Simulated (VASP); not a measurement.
Wanted: the native input for a VASP 6.6.1 run.

```yaml
Task: single point
Functional: r2SCAN
Potentials_or_basis: VASP PAW PBE potentials, release 64 (Na_pv)
Cutoff: 520 eV
k_mesh: 11 × 11 × 11
Occupations: gaussian, width 0.3 eV
Spin: no spin polarisation
Dipole_correction: no
Further_INCAR_settings: ALGO = Normal; EDIFF = 1e-06; NBANDS = 10
```

Crystal: Na.

```
Na
1.0
    -2.11250    2.11250    2.11250
     2.11250   -2.11250    2.11250
     2.11250    2.11250   -2.11250
Na
1
Direct
  0.00000 0.00000 0.00000
```

These files were run (other wordings do the same):

POSCAR

```
Na
1.0
   -2.1125000000      2.1125000000      2.1125000000
    2.1125000000     -2.1125000000      2.1125000000
    2.1125000000      2.1125000000     -2.1125000000
Na
1
Direct
    0.0000000000      0.0000000000      0.0000000000
```

INCAR.step1

```
  PREC = Accurate
  ENCUT = 520
  ISMEAR = 0
  SIGMA = 0.3
  LREAL = False
  LASPH = True
  NELM = 80
  NBANDS = 10
  GGA = PE
  ALGO = Normal
  EDIFF = 1E-4
  LWAVE = True
  LCHARG = False
```

INCAR.step2

```
  PREC = Accurate
  ENCUT = 520
  EDIFF = 1E-6
  ISMEAR = 0
  SIGMA = 0.3
  LREAL = False
  LASPH = True
  NELM = 80
  ALGO = Normal
  ISIF = 2
  LWAVE = False
  LCHARG = False
  METAGGA = R2SCAN
  LMIXTAU = True
  NBANDS = 10
  ISTART = 1
```

KPOINTS

```
Automatic mesh
0
Gamma
  11 11 11
```

Potentials or basis: VASP PAW PBE potentials, release 64 (Na_pv).

Command:

```sh
$ cat potpaw_PBE.64/Na_pv/POTCAR > POTCAR
$ cp INCAR.step1 INCAR
$ mpirun -np 1 vasp_std > vasp.out
$ cp INCAR.step2 INCAR
$ mpirun -np 1 vasp_std > vasp.out
```

It gave:

- Pressure: 0.1 GPa

Caveat: the PAW data sets were made with another functional, which shifts forces and pressure a little.

It took 60 s on 1 thread of Intel Xeon 6975P-C, with other jobs on the host, peak memory 0.16 GiB.
